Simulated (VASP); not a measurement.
Ni2Ge: single point with r2SCAN

The system is Ni2Ge.

```xyz
6
Lattice="4.0975 0.0000 0.0000 -2.0487 3.5485 0.0000 0.0000 0.0000 5.1885" Properties=species:S:1:pos:R:3 pbc="T T T"
Ni    2.0487    1.1828    1.2971
Ni    0.0000    2.3657    3.8914
Ni    0.0000    0.0000    0.0000
Ni    0.0000    0.0000    2.5942
Ge    2.0487    1.1828    3.8914
Ge    0.0000    2.3657    1.2971
```

This cell differs from its parent crystal: equal strain along all axes, cell held: +3.0 %.

```
Program             : VASP 6.6.1
Task                : single point
Functional          : r2SCAN
Potentials or basis : VASP PAW PBE potentials, release 64 (Ni, Ge_d)
Cutoff              : 520 eV
k mesh              : 12 × 12 × 8
Occupations         : gaussian, width 0.1 eV
Spin                : no spin polarisation
```

| Property | Result |
| --- | --- |
| Pressure | -14.1 GPa |
| Band gap on the k mesh | zero (bands 34 and 35 overlap by 2.68 eV) |

Stress tensor (GPa, compression positive):
```
-14.87   0.00   0.00
  0.00 -14.87   0.00
  0.00   0.00 -12.54
```

Levels at points of the mesh, in eV from the Fermi level:
```csv
k point,band 31,band 32,band 33,band 34,band 35,band 36,band 37,band 38
"(0.00, 0.00, 0.00)",-0.54,-0.54,0.09,2.11,2.56,2.56,2.82,2.83
"(0.50, 0.00, 0.00)",-1.06,-1.06,-0.91,-0.59,-0.50,0.53,1.66,2.94
"(0.00, 0.00, 0.50)",-1.03,-1.03,1.28,1.28,3.08,3.08,3.08,3.08
"(0.50, 0.00, 0.50)",-1.08,-1.08,-0.78,-0.78,0.85,0.85,2.38,2.38
```

Run time: 30 min on 1 thread of Intel Xeon 8259CL, with other jobs on the host, peak memory 0.37 GiB.

Caveat: the cell differs from its parent crystal (equal strain along all axes, cell held: +3.0 %); the cell stands under tension; the PAW data sets were made with another functional, which shifts forces and pressure a little. Spin polarisation is off, so any magnetic state and its effect on volume and gap are missing.
